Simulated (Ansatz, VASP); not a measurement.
# Two plane-wave programs on ZrB

Contents of INCAR:

```
PREC = Accurate
ENCUT = 600
EDIFF = 1E-7
ISMEAR = -1
SIGMA = 0.05
LREAL = False
LASPH = True
NELM = 150
ALGO = Normal
ISIF = 3
LWAVE = False
LCHARG = False
LMAXMIX = 4
LDAU = True
LDAUTYPE = 2
LDAUL = 2 -1
LDAUU = 2 0
LDAUJ = 0 0
LDAUPRINT = 1
GGA = CA
IBRION = 2
NSW = 60
EDIFFG = -0.01
```

The input KPOINTS:

```
Automatic mesh
0
Gamma
  10 10 10
```

POSCAR

```
ZrB
1.0
    0.0000000000      2.3250000000      2.3250000000
    2.3250000000      0.0000000000      2.3250000000
    2.3250000000      2.3250000000      0.0000000000
Zr B
1 1
Direct
    0.0000000000      0.0000000000      0.0000000000
    0.5000000000      0.5000000000      0.5000000000
```

The input input.yaml:

```yaml
crystal:
  lattice:
    - [0.0, 2.325, 2.325]
    - [2.325, 0.0, 2.325]
    - [2.325, 2.325, 0.0]
  atoms:
    - { symbol: Zr, position: [0.0, 0.0, 0.0] }
    - { symbol: B, position: [0.5, 0.5, 0.5] }
hamiltonian:
  xc: lda
  pseudopotentials: { kind: paw }
  hubbard: { sites: [{ species: Zr, l: d, u_eff: 2.0 }] }
kpoints:
  mp_grid: { grid: [10, 10, 10] }
scf:
  occupations: { method: fermi_dirac, width: 0.05 }
output:
  forces: true
  stress: true
  eigenvalues: true
relax:
  f_tol: 0.01
  max_steps: 40
  cell: { stress_tol: 0.05 }
```

Alike in both runs: task relaxation of cell and atoms; functional LDA; k mesh 10 × 10 × 10; occupations fermi-dirac, width 0.05 eV; no spin polarisation; Hubbard terms Zr d U = 2.0 eV.

```csv
,VASP,Ansatz
version,VASP 6.6.1,Ansatz 0.2.0
potentials or method,"VASP PAW LDA potentials, release 64 (Zr_sv, B)",Ansatz PAW
plane-wave cutoff (eV),600,420
valence electrons in the cell,15,15
```

```csv
,VASP,Ansatz,Ansatz less VASP
"gap on the k mesh at the Fermi level, each at its own relaxed structure (eV)",none,none,-
relaxed volume (Å³/atom),14.48,14.30,-0.179
relaxed cell length with the largest relative difference (Å),3.447,3.433,-0.0142
```

LDA's correlation is that of Perdew and Zunger in VASP and of Perdew and Wang (1992) in Ansatz. The programs project onto different local orbitals, so the same U acts differently, and such runs can settle in different states. A gap of «none» marks a metal or a gap that the smearing closes.

Noted on VASP's run: the volume moved by over 15 % at a fixed basis, so the end points are rough. Noted on Ansatz's run: the plane-wave basis is chosen anew once the cell has moved, so the energies of steps on either side of that aren't comparable.
